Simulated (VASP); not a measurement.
# ScSi2 (P6/mmm) in VASP: a series of runs

ScSi2 is run at these levels: PBE; tasks: relaxation of shape and atoms at fixed volume, relaxation of cell and atoms.

Program: VASP 6.6.1. These are calculated values, not measurements. Logs are shortened: lines on timing, memory, paths and dates and some standing lists are left out, and cuts for length are marked.

## 1. The cell of the first run

It takes space group P6/mmm (No. 191, hexagonal). The conventional cell has a = 3.985 Å, b = 3.985 Å, c = 3.570 Å, α = 90.00°, β = 90.00°, γ = 120.00°. Within 3.8 Å of Sc (site symmetry 6/mmm) lie 12 Si at 2.91 Å and 2 Sc at 3.57 Å. Si (site symmetry -6m2) has 3 Si at 2.30 Å and 6 Sc at 2.91 Å within 3.0 Å.

## 2. Relaxation of shape and atoms at fixed volume, PBE (16.37 Å³/atom)

INCAR

```
SYSTEM = ScSi2
PREC = Accurate ; ENCUT = 600
EDIFF = 1E-6 ; ISMEAR = 0
SIGMA = 0.05 ; LREAL = .False.
LASPH = .True. ; NELM = 60
ALGO = Normal ; ISIF = 4
LWAVE = .False. ; LCHARG = .False.
GGA = PE ; IBRION = 2
NSW = 60 ; EDIFFG = -0.01
```

KPOINTS

```
regular mesh
0
Gamma
  10 10 10
  0 0 0
```

POSCAR

```
ScSi2
1.0
    3.9853646945      0.0000000000      0.0000000000
   -1.9926823473      3.4514270688      0.0000000000
    0.0000000000      0.0000000000      3.5703196223
Sc Si
1 2
Direct
    0.0000000000      0.0000000000      0.0000000000
    0.3333333333      0.6666666667      0.5000000000
    0.6666666667      0.3333333333      0.5000000000
```

Potentials or basis: VASP PAW PBE potentials, release 64 (Sc_sv, Si).

Launch:

```sh
cat potpaw_PBE.64/Sc_sv/POTCAR potpaw_PBE.64/Si/POTCAR > POTCAR
mpirun -np 1 vasp_std > vasp.out
```

OUTCAR:

```text
SYSTEM = ScSi2
   PREC = Accurate
   ENCUT = 600
   EDIFF = 1E-6
   ISMEAR = 0
   LREAL = .False.
   LASPH = .True.
   NELM = 60
   ISIF = 4
   GGA = PE
   IBRION = 2
   NSW = 60
   EDIFFG = -0.01

 ion  position               nearest neighbor table
   1  0.000  0.000  0.000-   2 2.91   3 2.91   2 2.91   3 2.91   3 2.91   3 2.91   2 2.91   2 2.91
                             3 2.91   3 2.91   2 2.91   2 2.91
   2  0.333  0.667  0.500-   3 2.30   3 2.30   3 2.30   1 2.91   1 2.91   1 2.91   1 2.91   1 2.91
                             1 2.91
   3  0.667  0.333  0.500-   2 2.30   2 2.30   2 2.30   1 2.91   1 2.91   1 2.91   1 2.91   1 2.91
                             1 2.91

  LATTYP: Found a hexagonal cell.
 ALAT       =     3.9853646945
 C/A-ratio  =     0.8958576933

  Lattice vectors:

 A1 = (   3.9853646945,   0.0000000000,   0.0000000000)
 A2 = (  -1.9926823473,   3.4514270688,   0.0000000000)
 A3 = (   0.0000000000,   0.0000000000,   3.5703196223)

Analysis of symmetry for initial positions (statically):
=====================================================================
 Subroutine PRICEL returns:
 Original cell was already a primitive cell.

 Routine SETGRP: Setting up the symmetry group for a
 hexagonal supercell.

 Subroutine GETGRP returns: Found 24 space group operations
 (whereof 24 operations were pure point group operations)
 out of a pool of 24 trial point group operations.

The static configuration has the point symmetry D_6h.

Analysis of symmetry for dynamics (positions and initial velocities):
=====================================================================
 Subroutine PRICEL returns:
 Original cell was already a primitive cell.

 Routine SETGRP: Setting up the symmetry group for a
 hexagonal supercell.

 Subroutine GETGRP returns: Found 24 space group operations
 (whereof 24 operations were pure point group operations)
 out of a pool of 24 trial point group operations.

The dynamic configuration has the point symmetry D_6h.

 Subroutine INISYM returns: Found 24 space group operations
 (whereof 24 operations are pure point group operations),
 and found     1 'primitive' translations

----------------------------------------------------------------------------------------

                                     Primitive cell

  volume of cell :      49.1104

  direct lattice vectors                    reciprocal lattice vectors
     3.985364694  0.000000000  0.000000000     0.250918066  0.144867613  0.000000000
    -1.992682347  3.451427069  0.000000000     0.000000000  0.289735225  0.000000000
     0.000000000  0.000000000  3.570319622     0.000000000  0.000000000  0.280086969

  length of vectors
     3.985364694  3.985364695  3.570319622     0.289735225  0.289735225  0.280086969

  position of ions in fractional coordinates (direct lattice)
     0.000000000  0.000000000  0.000000000
     0.333333333  0.666666667  0.500000000
     0.666666667  0.333333333  0.500000000

  ion indices of the primitive-cell ions
   primitive index   ion index
                 1           1
                 2           2
                 3           3

----------------------------------------------------------------------------------------

 KPOINTS: regular mesh

Automatic generation of k-mesh.
 Grid dimensions read from file:
 generate k-points for:   10   10   10

 Generating k-lattice:

  Cartesian coordinates                     Fractional coordinates (reciprocal lattice)
     0.025091807  0.014486761  0.000000000     0.100000000  0.000000000  0.000000000
     0.000000000  0.028973523  0.000000000     0.000000000  0.100000000  0.000000000
     0.000000000  0.000000000  0.028008697     0.000000000  0.000000000  0.100000000

  Length of vectors
     0.028973523  0.028973523  0.028008697

  Shift w.r.t. Gamma in fractional coordinates (k-lattice)
     0.000000000  0.000000000  0.000000000

 Subroutine IBZKPT returns following result:
 ===========================================

 Found     84 irreducible k-points:

 Following reciprocal coordinates:
            Coordinates               Weight
  0.000000  0.000000  0.000000      1.000000
  0.100000  0.000000  0.000000      6.000000
  0.200000  0.000000  0.000000      6.000000
  0.300000 -0.000000  0.000000      6.000000
  0.400000 -0.000000  0.000000      6.000000
  0.500000  0.000000  0.000000      3.000000
[... 16 lines left out ...]
  0.300000  0.100000  0.100000     24.000000
  0.400000  0.100000  0.100000     24.000000
 [... further k-points ...]
   k-points           NKPTS =     84   k-points in BZ     NKDIM =     84   number of bands    NBANDS=     13
   number of dos      NEDOS =    301   number of ions     NIONS =      3
   total plane-waves  NPLWV =  30720
   dimension x,y,z NGX =    32 NGY =   32 NGZ =   30
   dimension x,y,z NGXF=    64 NGYF=   64 NGZF=   60
   ions per type =               1   2
   NGX,Y,Z   is equivalent  to a cutoff of  13.35, 13.35, 13.97 a.u.
   NGXF,Y,Z  is equivalent  to a cutoff of  26.70, 26.70, 27.94 a.u.
 SYSTEM =  ScSi2
   PREC   = accura    normal or accurate (medium, high low for compatibility)
   ISTART =      0    job   : 0-new  1-cont  2-samecut
   ICHARG =      2    charge: 1-file 2-atom 10-const
   ISPIN  =      1    spin polarized calculation?
   LNONCOLLINEAR =      F non collinear calculations
   LSORBIT =      F    spin-orbit coupling
   LASPH  =      T    aspherical Exc in radial PAW
   ENCUT  =  600.0 eV  44.10 Ry    6.64 a.u.   7.96  7.96  7.13*2*pi/ulx,y,z
   NELM   =     60;   NELMIN=  2; NELMDL= -5     # of ELM steps
   EDIFF  = 0.1E-05   stopping-criterion for ELM
   LREAL  =      F    real-space projection
   EDIFFG = -.1E-01   stopping-criterion for IOM
   NSW    =     60    number of steps for IOM
   IBRION =      2    ionic relax: 0-MD 1-quasi-New 2-CG
   NFREE  =      1    steps in history (QN), initial steepest desc. (CG)
   ISIF   =      4    stress and relaxation
   ISYM   =      2    0-nonsym 1-usesym 2-fastsym
   POTIM  = 0.5000    time-step for ionic-motion
   TEBEG  =    0.0;   TEEND  =   0.0 temperature during run
   PSTRESS=    0.0 pullay stress
   NELECT =      19.0000    total number of electrons
   NUPDOWN=      -1.0000    fix difference up-down
   EMIN   =  10.00;   EMAX   =-10.00  energy-range for DOS
   EFERMI =   0.00;   METHOD = LEGACY
   ISMEAR =     0;   SIGMA  =   0.05  broadening in eV -4-tet -1-fermi 0-gaus
   EFERMI_NEDOS =   21; number of points for ismear=-14 and -15
   IALGO  =     38    algorithm
   IMIX   =      4    mixing-type and parameters
     AMIX     =   0.40;   BMIX     =  1.00
     AMIX_MAG =   1.60;   BMIX_MAG =  1.00
  volume/ion in A,a.u.               =      16.37       110.47
  Fermi-wavevector in a.u.,A,eV,Ry     =   1.192893  2.254240 19.360998  1.422993
  Thomas-Fermi vector in A             =   2.328920
   LORBIT       =      0    0 simple, 1 ext, 2 COOP (PROOUT), +10 PAW based schemes
   GGA     = PE    functional components
   LHFCALC =     F    Hartree Fock is set to
   AEXX    =    0.0000 exact exchange contribution
   IVDW    =     0    specifies the selected vdW correction
   LEPSILON=     F    determine dielectric tensor
   LRPA    =     F    only Hartree local field effects (RPA)
 conjugate gradient relaxation of ions
 non-spin polarized calculation
 Gauss-broadening in eV      SIGMA  =   0.05
  energy-cutoff  :      600.00
  volume of cell :       49.11
 maximum number of plane-waves:      1656
 NGX is ok and might be reduce to    32
   NGX = 15   NGY = 15   NGZ = 15

--------------------------------------- Ionic step        1  -------------------------------------------

 number of electron      19.0000004 magnetization

 Free energy of the ion-electron system (eV)
  ---------------------------------------------------
  ext. energy  EPLUGINS =         0.00000000
  ---------------------------------------------------
  free energy    TOTEN  =       -18.19118295 eV

  energy without entropy =      -18.18883636  energy(sigma->0) =      -18.19000966

------------------------ aborting loop because EDIFF is reached ----------------------------------------

  FORCE on cell =-STRESS in cart. coord.  units (eV):
  Direction    XX          YY          ZZ          XY          YZ          ZX
  --------------------------------------------------------------------------------------
  -------------------------------------------------------------------------------------
  Total        1.3849972      1.3849972      1.1287303     -0.0000000     -0.0000000      0.0000000
  in kB       45.1840961     45.1840961     36.8236551     -0.0000000     -0.0000000      0.0000000
  external PRESSURE =      42.3972825 kB  Pullay stress =       0.0000000 kB

 VOLUME and BASIS-vectors are now :
 -----------------------------------------------------------------------------
  energy-cutoff  :      600.00
  volume of cell :       49.11
      direct lattice vectors                 reciprocal lattice vectors
     3.985364694  0.000000000  0.000000000     0.250918066  0.144867613  0.000000000
    -1.992682347  3.451427069  0.000000000     0.000000000  0.289735225  0.000000000
     0.000000000  0.000000000  3.570319622     0.000000000  0.000000000  0.280086969
[... 38 lines left out ...]
 POSITION                                       TOTAL-FORCE (eV/Angst)
 -----------------------------------------------------------------------------------
      0.00000      0.00000      0.00000         0.000000      0.000000      0.000000
     -0.00000      2.30412      1.78026        -0.000000      0.000000      0.000000
      1.99542      1.15206      1.78026         0.000000     -0.000000     -0.000000
 -----------------------------------------------------------------------------------
    total drift:                                0.000000     -0.000000      0.000000

  FREE ENERGIE OF THE ION-ELECTRON SYSTEM (eV)
  ---------------------------------------------------
  free  energy   TOTEN  =       -18.1916720242 eV

  energy  without entropy=      -18.1893551904  energy(sigma->0) =      -18.19051361

--------------------------------------- Ionic step        3  -------------------------------------------

 number of electron      19.0000004 magnetization

 Free energy of the ion-electron system (eV)
  ---------------------------------------------------
  ext. energy  EPLUGINS =         0.00000000
  ---------------------------------------------------
  free energy    TOTEN  =       -18.19176421 eV

  energy without entropy =      -18.18958554  energy(sigma->0) =      -18.19067487

 E-fermi :   8.1425     XC(G=0): -10.9115

 val. band max:        8.1271112600   @ k =   0.4000  -0.0000   0.2000
 cond. band min:       8.1481717428   @ k =   0.4000   0.2000   0.0000
 fundamental gap:      0.0210604828
 Fermi energy:         8.1425230679

 k-point     1 :       0.0000    0.0000    0.0000
  band No.  band energies     occupation
      1     -41.4865      2.00000
      2     -20.1569      2.00000
      3     -20.1569      2.00000
      4     -20.0786      2.00000
      5      -4.5484      2.00000
      6       4.4489      2.00000
      7       4.4489      2.00000
      8       6.7232      2.00000
      9       6.9833      2.00000
     10       7.0461      2.00000
     11       8.8428      0.00000
     12       8.8428      0.00000
     13       9.9672      0.00000

 k-point     2 :       0.1000    0.0000    0.0000
  band No.  band energies     occupation
      1     -41.4862      2.00000
      2     -20.1622      2.00000
      3     -20.1581      2.00000
      4     -20.0779      2.00000
      5      -4.4263      2.00000
      6       3.6554      2.00000
      7       4.3768      2.00000
      8       6.6987      2.00000
      9       6.8711      2.00000
     10       7.7902      2.00000
     11       8.8559      0.00000
[... 339 lines left out ...]
 k-point    24 :       0.4000    0.1000    0.1000
  band No.  band energies     occupation
      1     -41.4825      2.00000
      2     -20.2077      2.00000
      3     -20.1713      2.00000
      4     -20.0827      2.00000
      5      -2.2374      2.00000
      6      -0.6704      2.00000
      7       3.1551      2.00000
      8       6.1705      2.00000
      9       6.3477      2.00000
     10       8.6732      0.00000
     11       9.6927      0.00000
     12      10.0090      0.00000
     13      10.1912      0.00000

 [... further k-points ...]
[... 5 lines left out ...]
  --------------------------------------------------------------------------------------
  -------------------------------------------------------------------------------------
  Total        1.2178253      1.2178253      1.2507535     -0.0000000     -0.0000000      0.0000000
  in kB       39.7302885     39.7302885     40.8045348     -0.0000000     -0.0000000      0.0000000
  external PRESSURE =      40.0883706 kB  Pullay stress =       0.0000000 kB

 VOLUME and BASIS-vectors are now :
 -----------------------------------------------------------------------------
  energy-cutoff  :      600.00
  volume of cell :       49.11
      direct lattice vectors                 reciprocal lattice vectors
     3.996348713 -0.000000000  0.000000000     0.250228414  0.144469442  0.000000000
    -1.998174357  3.460939508  0.000000000     0.000000000  0.288938884  0.000000000
     0.000000000 -0.000000000  3.550720450    -0.000000000 -0.000000000  0.281632985

 POSITION                                       TOTAL-FORCE (eV/Angst)
 -----------------------------------------------------------------------------------
      0.00000     -0.00000      3.55072         0.000000      0.000000     -0.000000
     -0.00000      2.30729      1.77536         0.000000     -0.000000      0.000000
      1.99817      1.15365      1.77536        -0.000000     -0.000000     -0.000000
 -----------------------------------------------------------------------------------
    total drift:                                0.000000     -0.000000      0.000000

  FREE ENERGIE OF THE ION-ELECTRON SYSTEM (eV)
  ---------------------------------------------------
  free  energy   TOTEN  =       -18.1917642067 eV

  energy  without entropy=      -18.1895855370  energy(sigma->0) =      -18.19067487

 reached required accuracy - stopping structural energy minimisation
```

Run time: 66 s. Hardware: 1 thread of AMD EPYC 9R45 (Zen 5), shared host; peak memory 0.19 GiB.

What came out:

* Free energy: -18.1918 eV
* Energy gained by relaxing: 0.2 meV/atom
* Ionic steps: 3
* Pressure after relaxing: 4.0 GPa
* Band gap on the k mesh: zero (an odd number of electrons rules out a gap without spin polarisation)

The path:
```csv
step,energy change (eV),largest force (eV/Å),pressure (GPa),volume (Å³)
1,0.0000,0.0000,4.24,49.11
2,-0.0005,0.0000,4.13,49.11
3,-0.0006,0.0000,4.01,49.11
```

Final structure:
```yaml
crystal:
  lattice:
    - [3.99635, 0.00000, 0.00000]
    - [-1.99817, 3.46094, 0.00000]
    - [0.00000, 0.00000, 3.55072]
  atoms:
    - { symbol: Sc, position: [0.00000, 0.00000, 0.00000] }
    - { symbol: Si, position: [0.33333, 0.66667, 0.50000] }
    - { symbol: Si, position: [0.66667, 0.33333, 0.50000] }
```

Levels at points of the mesh, in eV from the Fermi level:
```
           k point  band 6  band 7  band 8  band 9  band 10  band 11  band 12  band 13
(0.00, 0.00, 0.00)   -3.69   -3.69   -1.42   -1.16    -1.10     0.70     0.70     1.82
(0.50, 0.00, 0.00)   -9.16   -4.31   -2.78   -1.51     1.32     1.70     1.97     1.99
(0.00, 0.00, 0.50)   -6.62   -2.37   -2.37   -1.40    -1.40     0.22     0.22     0.72
(0.50, 0.00, 0.50)   -7.81   -4.54   -4.14   -3.62    -0.30     2.19     2.42     3.12
```

Caveat: an odd number of electrons without spin polarisation forces a metal; a magnetic or distorted state may lie lower.

## 3. Relaxation of shape and atoms at fixed volume, PBE (16.71 Å³/atom)

This run uses another cell than the first one, of 16.71 Å³/atom.

INCAR

```
SYSTEM = ScSi2
PREC = Accurate
ENCUT = 600
EDIFF = 1E-7
ISMEAR = 0
SIGMA = 0.05
LREAL = .FALSE.
LASPH = .TRUE.
NELM = 80
ALGO = Normal
ISIF = 4
LWAVE = .FALSE.
LCHARG = .FALSE.
GGA = PE
IBRION = 2
NSW = 60
EDIFFG = -0.01
```

KPOINTS

```
regular mesh
0
G
  10 10 10
  0 0 0
```

POSCAR

```
ScSi2
1.0
    4.0063887564      0.0000000000      0.0000000000
   -2.0031943782      3.4696344405      0.0000000000
    0.0000000000      0.0000000000      3.6065495309
Sc Si
1 2
Direct
    0.0000000000      0.0000000000      0.0000000000
    0.3333333333      0.6666666667      0.5000000000
    0.6666666667      0.3333333333      0.5000000000
```

Potentials or basis: VASP PAW PBE potentials, release 64 (Sc_sv, Si).

Launch:

```sh
cat potpaw_PBE.64/Sc_sv/POTCAR potpaw_PBE.64/Si/POTCAR > POTCAR
mpirun -np 1 vasp_std > vasp.out
```

Wall time 73 s (1 thread of AMD EPYC 9R45 (Zen 5), shared host); peak memory 0.2 GiB.

It converged, with:

- Free energy: -18.2111 eV
- Energy gained by relaxing: 0.1 meV/atom
- Ionic steps: 3
- Pressure after relaxing: 2.0 GPa
- Band gap on the k mesh: zero (an odd number of electrons rules out a gap without spin polarisation)

The path:
| step | energy change (eV) | largest force (eV/Å) | pressure (GPa) | volume (Å³) |
| --- | --- | --- | --- | --- |
| 1 | 0.0000 | 0.0000 | 2.13 | 50.13 |
| 2 | -0.0003 | 0.0000 | 2.04 | 50.13 |
| 3 | -0.0003 | 0.0000 | 2.01 | 50.13 |

Final structure:
```
Sc Si
1.0
     4.01233    0.00000    0.00000
    -2.00617    3.47478    0.00000
     0.00000    0.00000    3.59587
Sc Si
1 2
Direct
  0.00000 0.00000 0.00000
  0.33333 0.66667 0.50000
  0.66667 0.33333 0.50000
```

Levels at points of the mesh, in eV from the Fermi level:
```
           k point  band 7  band 8  band 9  band 10  band 11  band 12  band 13
(0.00, 0.00, 0.00)   -3.60   -1.51   -1.12    -1.09     0.73     0.73     1.77
(0.50, 0.00, 0.00)   -4.25   -2.71   -1.56     1.27     1.70     1.86     1.98
(0.00, 0.00, 0.50)   -2.35   -2.35   -1.32    -1.32     0.25     0.25     0.60
(0.50, 0.00, 0.50)   -4.47   -4.06   -3.53    -0.33     2.15     2.40     3.06
```

Caveat: an odd number of electrons without spin polarisation forces a metal; a magnetic or distorted state may lie lower.

(Part 1 of 2 ends here.)

The gap in the log of VASP goes by the Fermi energy; the results here count the filled bands.